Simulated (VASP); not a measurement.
# Al (I4/mmm) in VASP: a series of runs

Al is run at these levels: LDA; tasks: single point.

All numbers are computed with VASP 6.6.1; they aren't measurements. Logs are shortened: lines on timing, memory, paths and dates and some standing lists are left out, and cuts for length are marked.

### 1 The cell of the first run

Symmetry: I4/mmm, No. 139, tetragonal system. The conventional cell has a = 3.109 Å, b = 3.109 Å, c = 3.430 Å, α = 90.00°, β = 90.00°, γ = 90.00°. Within 3.7 Å of Al (site symmetry 4/mmm) lie 14 Al at 2.79 to 3.43 Å.

### 2 Single point, LDA

File INCAR:

```
SYSTEM = Al
ALGO = Normal
EDIFF = 1E-7
ENCUT = 520
ISIF = 2
ISMEAR = 0
LASPH = .True.
LCHARG = .True.
LELF = .True.
LREAL = .False.
LVHAR = .True.
LWAVE = .False.
NBANDS = 8
NELM = 80
PREC = Accurate
SIGMA = 0.15
```

File KPOINTS:

```
k-points
0
Gamma
  22 22 22
  0 0 0
```

File POSCAR:

```
Al
1.0
    0.0000000000      2.1987440765      1.7150203797
    2.1987440765      0.0000000000      1.7150203797
    2.1987440765      2.1987440765      0.0000000000
Al
1
Direct
    0.0000000000      0.0000000000      0.0000000000
```

Potentials or basis: VASP PAW LDA potentials, release 64 (Al).

On the command line:

```console
cat potpaw_LDA.64/Al/POTCAR > POTCAR
mpirun -np 1 vasp_std > vasp.out
```

OUTCAR:

```text
SYSTEM = Al
   EDIFF = 1E-7
   ENCUT = 520
   ISIF = 2
   ISMEAR = 0
   LASPH = .True.
   LREAL = .False.
   NELM = 80
   PREC = Accurate

 ion  position               nearest neighbor table
   1  0.000  0.000  0.000-

  LATTYP: Found a body centered tetragonal cell.
 ALAT       =     3.1094936932
 C/A-ratio  =     1.1030865787

  Lattice vectors:

 A1 = (   0.0000000000,  -2.1987440765,  -1.7150203797)
 A2 = (   0.0000000000,   2.1987440765,  -1.7150203797)
 A3 = (   2.1987440765,   0.0000000000,   1.7150203797)

Analysis of symmetry for initial positions (statically):
=====================================================================
 Subroutine PRICEL returns:
 Original cell was already a primitive cell.

 Routine SETGRP: Setting up the symmetry group for a
 body centered tetragonal supercell.

 Subroutine GETGRP returns: Found 16 space group operations
 (whereof 16 operations were pure point group operations)
 out of a pool of 16 trial point group operations.

The static configuration has the point symmetry D_4h.

Analysis of symmetry for dynamics (positions and initial velocities):
=====================================================================
 Subroutine PRICEL returns:
 Original cell was already a primitive cell.

 Routine SETGRP: Setting up the symmetry group for a
 body centered tetragonal supercell.

 Subroutine GETGRP returns: Found 16 space group operations
 (whereof 16 operations were pure point group operations)
 out of a pool of 16 trial point group operations.

The dynamic configuration has the point symmetry D_4h.

 Subroutine INISYM returns: Found 16 space group operations
 (whereof 16 operations are pure point group operations),
 and found     1 'primitive' translations

----------------------------------------------------------------------------------------

                                     Primitive cell

  volume of cell :      16.5824

  direct lattice vectors                    reciprocal lattice vectors
     0.000000000  2.198744077  1.715020380    -0.227402546  0.227402546  0.291541725
     2.198744077  0.000000000  1.715020380     0.227402546 -0.227402546  0.291541725
     2.198744077  2.198744077  0.000000000     0.227402546  0.227402546 -0.291541725

  length of vectors
     2.788506844  2.788506844  3.109493693     0.434074202  0.434074202  0.434074202

  position of ions in fractional coordinates (direct lattice)
     0.000000000  0.000000000  0.000000000

  ion indices of the primitive-cell ions
   primitive index   ion index
                 1           1

----------------------------------------------------------------------------------------

 KPOINTS: k-points

Automatic generation of k-mesh.
 Grid dimensions read from file:
 generate k-points for:   22   22   22

 Generating k-lattice:

  Cartesian coordinates                     Fractional coordinates (reciprocal lattice)
    -0.010336479  0.010336479  0.013251897     0.045454545  0.000000000  0.000000000
     0.010336479 -0.010336479  0.013251897     0.000000000  0.045454545  0.000000000
     0.010336479  0.010336479 -0.013251897     0.000000000  0.000000000  0.045454545

  Length of vectors
     0.019730646  0.019730646  0.019730646

  Shift w.r.t. Gamma in fractional coordinates (k-lattice)
     0.000000000  0.000000000  0.000000000

 Subroutine IBZKPT returns following result:
 ===========================================

 Found    834 irreducible k-points:

 Following reciprocal coordinates:
            Coordinates               Weight
  0.000000  0.000000  0.000000      1.000000
  0.045455  0.000000  0.000000      8.000000
  0.090909  0.000000  0.000000      8.000000
  0.136364  0.000000  0.000000      8.000000
  0.181818  0.000000  0.000000      8.000000
  0.227273  0.000000  0.000000      8.000000
[... 16 lines left out ...]
  0.500000  0.045455  0.000000      8.000000
 -0.454545  0.045455  0.000000      8.000000
 [... further k-points ...]
   k-points           NKPTS =    834   k-points in BZ     NKDIM =    834   number of bands    NBANDS=      8
   number of dos      NEDOS =    301   number of ions     NIONS =      1
   total plane-waves  NPLWV =  13824
   dimension x,y,z NGX =    24 NGY =   24 NGZ =   24
   dimension x,y,z NGXF=    48 NGYF=   48 NGZF=   48
   ions per type =               1
   NGX,Y,Z   is equivalent  to a cutoff of  14.31, 14.31, 12.83 a.u.
   NGXF,Y,Z  is equivalent  to a cutoff of  28.62, 28.62, 25.66 a.u.
 SYSTEM =  Al
   PREC   = accura    normal or accurate (medium, high low for compatibility)
   ISTART =      0    job   : 0-new  1-cont  2-samecut
   ICHARG =      2    charge: 1-file 2-atom 10-const
   ISPIN  =      1    spin polarized calculation?
   LNONCOLLINEAR =      F non collinear calculations
   LSORBIT =      F    spin-orbit coupling
   LASPH  =      T    aspherical Exc in radial PAW
   ENCUT  =  520.0 eV  38.22 Ry    6.18 a.u.   5.18  5.18  5.78*2*pi/ulx,y,z
   NELM   =     80;   NELMIN=  2; NELMDL= -5     # of ELM steps
   EDIFF  = 0.1E-06   stopping-criterion for ELM
   LREAL  =      F    real-space projection
   EDIFFG = 0.1E-05   stopping-criterion for IOM
   NSW    =      0    number of steps for IOM
   IBRION =     -1    ionic relax: 0-MD 1-quasi-New 2-CG
   NFREE  =      0    steps in history (QN), initial steepest desc. (CG)
   ISIF   =      2    stress and relaxation
   ISYM   =      2    0-nonsym 1-usesym 2-fastsym
   POTIM  = 0.5000    time-step for ionic-motion
   TEBEG  =    0.0;   TEEND  =   0.0 temperature during run
   PSTRESS=    0.0 pullay stress
   NELECT =       3.0000    total number of electrons
   NUPDOWN=      -1.0000    fix difference up-down
   EMIN   =  10.00;   EMAX   =-10.00  energy-range for DOS
   EFERMI =   0.00;   METHOD = LEGACY
   ISMEAR =     0;   SIGMA  =   0.15  broadening in eV -4-tet -1-fermi 0-gaus
   EFERMI_NEDOS =   21; number of points for ismear=-14 and -15
   IALGO  =     38    algorithm
   IMIX   =      4    mixing-type and parameters
     AMIX     =   0.40;   BMIX     =  1.00
     AMIX_MAG =   1.60;   BMIX_MAG =  1.00
  volume/ion in A,a.u.               =      16.58       111.90
  Fermi-wavevector in a.u.,A,eV,Ry     =   0.925903  1.749704 11.664236  0.857297
  Thomas-Fermi vector in A             =   2.051808
   LORBIT       =      0    0 simple, 1 ext, 2 COOP (PROOUT), +10 PAW based schemes
   GGA     = CA    functional components
   LHFCALC =     F    Hartree Fock is set to
   AEXX    =    0.0000 exact exchange contribution
   IVDW    =     0    specifies the selected vdW correction
   LEPSILON=     F    determine dielectric tensor
   LRPA    =     F    only Hartree local field effects (RPA)
 non-spin polarized calculation
 Gauss-broadening in eV      SIGMA  =   0.15
  energy-cutoff  :      520.00
  volume of cell :       16.58
 maximum number of plane-waves:       458
 NGX is ok and might be reduce to    24

 number of electron       3.0000000 magnetization

 Free energy of the ion-electron system (eV)
  ---------------------------------------------------
  ext. energy  EPLUGINS =         0.00000000
  ---------------------------------------------------
  free energy    TOTEN  =        -4.10549011 eV

  energy without entropy =       -4.10068374  energy(sigma->0) =       -4.10308693

 E-fermi :   7.7221     XC(G=0): -10.3278

 val. band max:        7.7203370428   @ k =  -0.3636   0.0455   0.3182
 cond. band min:       7.7259994678   @ k =  -0.3636   0.4091   0.1818
 fundamental gap:      0.0056624250
 Fermi energy:         7.7220554396

 k-point     1 :       0.0000    0.0000    0.0000
  band No.  band energies     occupation
      1      -3.3226      2.00000
      2      20.3243      0.00000
      3      20.3243      0.00000
      4      21.6114      0.00000
      5      22.1103      0.00000
      6      22.1103      0.00000
      7      22.4665      0.00000
      8      22.6850      0.00000

 k-point     2 :       0.0455    0.0000    0.0000
  band No.  band energies     occupation
      1      -3.2651      2.00000
      2      19.4708      0.00000
      3      19.9926      0.00000
      4      21.5670      0.00000
      5      21.8750      0.00000
      6      22.1195      0.00000
      7      22.8484      0.00000
      8      22.8726      0.00000

 k-point     3 :       0.0909    0.0000    0.0000
  band No.  band energies     occupation
      1      -3.0927      2.00000
      2      17.8479      0.00000
      3      19.3609      0.00000
      4      21.0508      0.00000
      5      21.2612      0.00000
      6      22.5740      0.00000
      7      22.9029      0.00000
      8      23.7903      0.00000

 k-point     4 :       0.1364    0.0000    0.0000
  band No.  band energies     occupation
      1      -2.8059      2.00000
      2      16.0434      0.00000
      3      18.7157      0.00000
      4      20.5096      0.00000
      5      20.5454      0.00000
      6      22.5321      0.00000
      7      23.1164      0.00000
      8      24.0423      0.00000

 k-point     5 :       0.1818    0.0000    0.0000
  band No.  band energies     occupation
      1      -2.4053      2.00000
      2      14.2225      0.00000
      3      18.1300      0.00000
      4      19.7503      0.00000
      5      20.0738      0.00000
      6      22.0190      0.00000
      7      23.3677      0.00000
      8      24.3885      0.00000
[... 177 lines left out ...]
 k-point    22 :       0.4545    0.0455    0.0000
  band No.  band energies     occupation
      1       2.2613      2.00000
      2       4.9297      2.00000
      3      15.4680      0.00000
      4      17.7341      0.00000
      5      17.9301      0.00000
      6      20.2206      0.00000
      7      25.8480      0.00000
      8      27.7884      0.00000

 k-point    23 :       0.5000    0.0455    0.0000
  band No.  band energies     occupation
      1       3.3567      2.00000
      2       3.7137      2.00000
      3      15.5172      0.00000
      4      17.7636      0.00000
      5      17.7861      0.00000
      6      20.0250      0.00000
      7      25.1287      0.00000
      8      28.6164      0.00000

 k-point    24 :      -0.4545    0.0455    0.0000
  band No.  band energies     occupation
      1       2.4772      2.00000
      2       4.6739      2.00000
      3      15.6638      0.00000
      4      17.6962      0.00000
      5      17.9361      0.00000
      6      19.9081      0.00000
      7      24.4043      0.00000
      8      29.3979      0.00000

 [... further k-points ...]

------------------------ aborting loop because EDIFF is reached ----------------------------------------

  FORCE on cell =-STRESS in cart. coord.  units (eV):
  Direction    XX          YY          ZZ          XY          YZ          ZX
  --------------------------------------------------------------------------------------
  -------------------------------------------------------------------------------------
  Total       -0.3356980     -0.3356980      0.1218800      0.0000000     -0.0000000      0.0000000
  in kB      -32.4347627    -32.4347627     11.7759121      0.0000000     -0.0000000      0.0000000
  external PRESSURE =     -17.6978711 kB  Pullay stress =       0.0000000 kB

 VOLUME and BASIS-vectors are now :
 -----------------------------------------------------------------------------
  energy-cutoff  :      520.00
  volume of cell :       16.58
      direct lattice vectors                 reciprocal lattice vectors
     0.000000000  2.198744077  1.715020380    -0.227402546  0.227402546  0.291541725
     2.198744077  0.000000000  1.715020380     0.227402546 -0.227402546  0.291541725
     2.198744077  2.198744077  0.000000000     0.227402546  0.227402546 -0.291541725

 POSITION                                       TOTAL-FORCE (eV/Angst)
 -----------------------------------------------------------------------------------
      0.00000      0.00000      0.00000        -0.000000      0.000000      0.000000
 -----------------------------------------------------------------------------------
    total drift:                                0.000000     -0.000000     -0.000000

  FREE ENERGIE OF THE ION-ELECTRON SYSTEM (eV)
  ---------------------------------------------------
  free  energy   TOTEN  =        -4.1054901132 eV

  energy  without entropy=       -4.1006837394  energy(sigma->0) =       -4.10308693
```

It took 82 s on 1 thread of Intel Xeon 8259CL, shared host; peak memory 0.2 GiB.

Results:

```
Free energy            : -4.1055 eV
Pressure               : -1.8 GPa
Band gap on the k mesh : zero (an odd number of electrons rules out a gap without spin polarisation)
```

Stress tensor (GPa, compression positive):
```
-3.24  0.00  0.00
 0.00 -3.24  0.00
 0.00  0.00  1.18
```

### 3 Single point, LDA

This run uses another cell than the first one, of the same volume but with other edges.

File INCAR:

```
PREC     = Accurate       # precision mode
ENCUT    = 520            # plane-wave cutoff, eV
EDIFF    = 1E-6           # SCF threshold, eV
ISMEAR   = 0              # smearing method
SIGMA    = 0.15           # smearing width, eV
LREAL    = False          # projectors in reciprocal space
LASPH    = True           # aspherical terms in the spheres
NELM     = 80             # most SCF steps
ALGO     = Normal         # electronic algorithm
ISIF     = 2              # what is computed and relaxed
LWAVE    = False          # write WAVECAR
LCHARG   = False          # write CHGCAR
NBANDS   = 8              # bands
```

File KPOINTS:

```
Automatic mesh
0
Gamma
  22 22 22
```

File POSCAR:

```
Al
1.0
    0.0000000000      1.8544925768      2.4108403498
    1.8544925768      0.0000000000      2.4108403498
    1.8544925768      1.8544925768      0.0000000000
Al
1
Direct
    0.0000000000      0.0000000000      0.0000000000
```

Potentials or basis: VASP PAW LDA potentials, release 64 (Al).

On the command line:

```console
cat potpaw_LDA.64/Al/POTCAR > POTCAR
mpirun -np 1 vasp_std > vasp.out
```

It took 65 s on 1 thread of Intel Xeon 8259CL, shared host; peak memory 0.2 GiB.

Results (log left out):

- Free energy: -4.0441 eV
- Pressure: 1.8 GPa
- Band gap on the k mesh: zero (an odd number of electrons rules out a gap without spin polarisation)

Stress tensor (GPa, compression positive):
```
 7.64  0.00  0.00
 0.00  7.64  0.00
 0.00  0.00 -9.94
```

Levels at points of the mesh, in eV from the Fermi level:
```csv
k point,band 1,band 2,band 3,band 4,band 5,band 6
"(0.00, 0.00, 0.00)",-10.95,11.35,12.13,12.27,14.26,14.26
"(0.50, 0.00, 0.00)",-4.30,-4.02,7.13,7.98,14.71,15.01
"(0.50, 0.50, 0.00)",-4.85,-4.60,7.52,9.11,9.11,12.43
"(0.50, 0.00, 0.50)",-1.39,0.37,3.65,5.21,5.73,7.56
```

[end of part 1 of 2]
